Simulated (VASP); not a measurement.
Set up this calculation in VASP 6.6.1, as the native input.

```
Task                   : single point
Functional             : PBE
Potentials or basis    : VASP PAW PBE potentials, release 64 (Si, As)
Cutoff                 : 520 eV
k mesh                 : 4 × 4 × 4
Occupations            : gaussian, width 0.1 eV
Spin                   : no spin polarisation
Dipole correction      : no
Further INCAR settings : ALGO = Normal; EDIFF = 1e-06; NBANDS = 24
```

The structure of SiAs5 lies in POSCAR:

```
SiAs5
1.0
    0.0000000000      3.8964588541      3.8964588541
    3.8964588541      0.0000000000      3.8964588541
    3.8964588541      3.8964588541      0.0000000000
Si As
1 5
Direct
    0.7500000000      0.7500000000      0.7500000000
    0.1236192225      0.1236192225      0.1236192225
    0.1236192225      0.1236192225      0.6291423325
    0.1236192225      0.6291423325      0.1236192225
    0.6291423325      0.1236192225      0.1236192225
    0.5000000000      0.5000000000      0.5000000000
```

These files were run (other wordings do the same):

INCAR

```
SYSTEM = SiAs5
PREC = Accurate
ENCUT = 520
EDIFF = 1E-6
ISMEAR = 0
SIGMA = 0.1
LREAL = .FALSE.
LASPH = .TRUE.
NELM = 60
ALGO = Normal
ISIF = 2
LWAVE = .FALSE.
LCHARG = .FALSE.
GGA = PE
NBANDS = 24
```

KPOINTS

```
regular mesh
0
G
  4 4 4
  0 0 0
```

Potentials or basis: VASP PAW PBE potentials, release 64 (Si, As).

Command:

```bash
$ cat potpaw_PBE.64/Si/POTCAR potpaw_PBE.64/As/POTCAR > POTCAR
$ mpirun -np 1 vasp_std > vasp.out
```

It gave:

The pressure is 0.4 GPa. The largest force is 0.064 eV/Å.

It took 14 s on 1 thread of Intel(R) Xeon(R) 6975P-C (Granite Rapids), on a shared host, peak memory 0.24 GiB.
